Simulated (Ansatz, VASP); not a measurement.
## Zr2H3 in VASP and in Ansatz

```
CELL_PARAMETERS angstrom
-2.11912 2.11912 3.71868
2.11912 -2.11912 3.71868
2.11912 2.11912 -3.71868
ATOMIC_POSITIONS crystal
Zr 0.75000 0.25000 0.50000
Zr 0.25000 0.75000 0.50000
H 0.00000 0.00000 0.00000
H 0.50000 0.00000 0.50000
H 0.00000 0.50000 0.50000
```

Alike in both runs: functional PBE; k mesh 6 × 6 × 6; occupations gaussian, width 0.1 eV; no spin polarisation.

Ansatz relaxed the structure, and its values are those at the end. VASP's run is a single point on that final structure, the one shown.

|  | VASP | Ansatz |
| --- | --- | --- |
| version | VASP 6.6.1 | Ansatz 0.2.0 |
| potentials or method | VASP PAW PBE potentials, release 64 (Zr_sv, H), cutoff 520 eV | scalar-relativistic, plane waves, PAW |
| valence electrons in the cell | 27 | 27 |

Ansatz gave:

* gap on the k mesh at the Fermi level (eV): none
* pressure (GPa): 0.0

Problem. Which values does VASP return?

Solution. gap on the k mesh at the Fermi level (eV): none; pressure (GPa): -0.1.

A gap of «none» marks a metal or a gap that the smearing closes. The functional is the same, so the differences come from potentials, cutoffs and numerics.
